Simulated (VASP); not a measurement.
Set up this calculation in VASP 6.6.1, as the native input.

* Task: single point
* Functional: PBE
* Potentials or basis: VASP PAW PBE potentials, release 64 (Li_sv, Pr_3, N), 4f in core
* Cutoff: 750 eV
* k mesh: 8 × 6 × 6
* Occupations: gaussian, width 0.1 eV
* Spin: no spin polarisation
* Dipole correction: no
* Mended: yes
* Further INCAR settings: ALGO = Normal; EDIFF = 1e-06; NBANDS = 32

The structure of LiPr3N2 lies in POSCAR:

```
LiPr3N2
1.0
    3.6191608368      0.0000000000      0.0000000000
    0.0000000000      4.3968321394      3.8913369729
    0.0000000000     -4.3968321394      3.8913369729
Li Pr N
1 3 2
Direct
    0.5000000000      0.2005243652      0.2005243652
    0.5000000000      0.8203788185      0.8203788185
    0.0000000000      0.6841297884      0.2856391987
    0.0000000000      0.2856391987      0.6841297884
    0.5000000000      0.4821496061      0.4821496061
    0.0000000000      0.0264465640      0.0264465640
```

The cell was built from a structure type or drawn by symmetry, and may not be a known phase.

These files were run (other wordings do the same):

INCAR

```
SYSTEM = LiPr3N2
ALGO = Normal ; EDIFF = 1E-6
ENCUT = 750 ; GGA = PE
GGA_COMPAT = .False. ; ISIF = 2
ISMEAR = 0 ; LASPH = .True.
LCHARG = .True. ; LELF = .True.
LMAXMIX = 6 ; LREAL = .False.
LVHAR = .True. ; LWAVE = .False.
NBANDS = 32 ; NELM = 200
PREC = Accurate ; SIGMA = 0.1
```

KPOINTS

```
k-points
0
Gamma
  8 6 6
  0 0 0
```

Potentials or basis: VASP PAW PBE potentials, release 64 (Li_sv, Pr_3, N), 4f in core.

Run with:

```sh
$ cat potpaw_PBE.64/Li_sv/POTCAR potpaw_PBE.64/Pr_3/POTCAR potpaw_PBE.64/N/POTCAR > POTCAR
$ mpirun -np 1 vasp_std > vasp.out
```

Results of the run:

The pressure is -0.1 GPa. The largest force is 0.024 eV/Å. The band gap on the k mesh is zero (bands 23 and 24 overlap by 0.08 eV).

Caveat: spin-orbit coupling is left out, which moves the levels of the heavy elements; the 4f electrons are frozen in the core, so they carry no moment and show no levels; the run has no spin polarisation, though such a crystal can be magnetic.

Wall time 4.1 min on 1 thread of Intel(R) Xeon(R) 6975P-C (Granite Rapids) (shared host), peak memory 0.55 GiB.
